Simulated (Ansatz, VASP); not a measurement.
**One calculation of Si4O, two programs**

Contents of INCAR:

```
SYSTEM = Si4O
  ALGO = Normal
  EDIFF = 1E-7
  EDIFFG = -0.04
  ENCUT = 600
  GGA = PE
  IBRION = 2
  ISIF = 3
  ISMEAR = 0
  LASPH = .True.
  LCHARG = .False.
  LREAL = .False.
  LWAVE = .False.
  NELM = 100
  NSW = 90
  PREC = Accurate
  SIGMA = 0.1
```

The input KPOINTS:

```
k-points
0
Gamma
  4 4 4
  0 0 0
```

The input POSCAR:

```
Si4O
1.0
    3.7691534700      0.0000000000      0.0000000000
    0.0000000000      3.9711337700      0.0000000000
    0.0000000000      0.0000000000      5.3232063300
Si O
4 1
Direct
    0.5000000000      0.1985893900      0.0000000000
    0.5000000000      0.8014106100      0.0000000000
    0.0000000000      0.5000000000      0.6978744300
    0.0000000000      0.5000000000      0.3021255700
    0.0000000000      0.0000000000      0.0000000000
```

Input for Ansatz:

```yaml
crystal:
  lattice:
    - [3.76915347, 0.0, 0.0]
    - [0.0, 3.97113377, 0.0]
    - [0.0, 0.0, 5.32320633]
  atoms:
    - { symbol: Si, position: [0.5, 0.19858939, 0.0] }
    - { symbol: Si, position: [0.5, 0.80141061, 0.0] }
    - { symbol: Si, position: [0.0, 0.5, 0.69787443] }
    - { symbol: Si, position: [0.0, 0.5, 0.30212557] }
    - { symbol: O, position: [0.0, 0.0, 0.0] }
basis:
  ecutwfc: 420
kpoints:
  mp_grid: { grid: [4, 4, 4] }
hamiltonian:
  xc: pbe
scf:
  occupations: { method: gaussian, width: 0.1 }
  lower_state_search: "off"
output:
  forces: true
  stress: true
  eigenvalues: true
relax:
  adjacent_minimum: "off"
  f_tol: 0.04
  max_steps: 70
  cell: { stress_tol: 0.4 }
```

Alike in both runs: task relaxation of cell and atoms; functional PBE; k mesh 4 × 4 × 4; occupations gaussian, width 0.1 eV; no spin polarisation.

```csv
,VASP,Ansatz
version,VASP 6.6.1,Ansatz 0.2.0
potentials or method,"VASP PAW PBE potentials, release 64 (Si, O), cutoff 600 eV","scalar-relativistic, plane waves, PAW"
valence electrons in the cell,22,22
```

```tsv
	VASP	Ansatz	Ansatz less VASP
gap on the k mesh at the Fermi level, each at its own relaxed structure (eV)	none	none	-
relaxed volume (Å³/atom)	17.46	18.40	+0.944
relaxed length of the cell vector where the two differ most in proportion (Å)	5.156	6.267	+1.1113
```

A gap of «none» marks a metal or a gap that the smearing closes. One of these differences is far larger than is usual between the two programs; its cause wasn't traced.

The k mesh is coarse, so the values compare programs but aren't converged.
